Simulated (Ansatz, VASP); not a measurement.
**Two plane-wave programs on HfO2**

File INCAR:

```
  PREC = Accurate
  ENCUT = 520
  EDIFF = 1E-6
  ISMEAR = 0
  SIGMA = 0.05
  LREAL = F
  LASPH = T
  NELM = 80
  ALGO = Normal
  ISIF = 2
  LWAVE = F
  LCHARG = F
  GGA = PE
  NBANDS = 18
```

File KPOINTS:

```
regular mesh
0
Gamma
  8 8 8
```

The input POSCAR:

```
HfO2
1.0
    0.0000000000      2.5575000000      2.5575000000
    2.5575000000      0.0000000000      2.5575000000
    2.5575000000      2.5575000000      0.0000000000
Hf O
1 2
Direct
   -0.0586510264     -0.0586510264      0.0586510264
    0.2500000000      0.2500000000      0.2500000000
    0.7500000000      0.7500000000      0.7500000000
```

Input for Ansatz:

```yaml
crystal:
  lattice:
    - [0.0, 2.5575, 2.5575]
    - [2.5575, 0.0, 2.5575]
    - [2.5575, 2.5575, 0.0]
  atoms:
    - { symbol: Hf, position: [-0.0586510264, -0.0586510264, 0.0586510264] }
    - { symbol: O, position: [0.25, 0.25, 0.25] }
    - { symbol: O, position: [0.75, 0.75, 0.75] }
basis:
  ecutwfc: 420
kpoints:
  mp_grid: { grid: [8, 8, 8] }
hamiltonian:
  xc: pbe
scf:
  occupations: { method: gaussian, width: 0.05 }
output:
  forces: true
  stress: true
  eigenvalues: true
  write_density: true
  write_potential: true
  elf: true
  volumetric_format: npy
```

Alike in both runs: task single point; functional PBE; k mesh 8 × 8 × 8; occupations gaussian, width 0.05 eV; no spin polarisation.

```csv
,VASP,Ansatz
version,VASP 6.6.1,Ansatz 0.2.0
potentials or method,"VASP PAW PBE potentials, release 64 (Hf_pv, O), cutoff 520 eV","scalar-relativistic, plane waves, PAW"
valence electrons in the cell,22,38
```

|  | VASP | Ansatz | Ansatz less VASP |
| --- | --- | --- | --- |
| gap on the k mesh at the Fermi level (eV) | 3.66 | 3.69 | +0.032 |
| least direct gap on the mesh (eV) | 3.75 | 3.79 | +0.036 |
| pressure (GPa) | 3.2 | 6.5 | +3.29 |
| traceless stress, the component that is largest in VASP (GPa) | -0.26 | -0.49 | -0.227 |
| rms of the force components (eV/Å) | 0.832 | 0.868 | +0.0353 |

Atom by atom the forces differ by 0.035 eV/Å (rms over components). With one functional, cell and mesh, what is left measures potentials, basis and numerics. VASP's potentials hold 22 valence electrons a cell and Ansatz's 38, so a difference there can come from the potentials and not from the codes.

Neither program's run includes spin-orbit coupling.
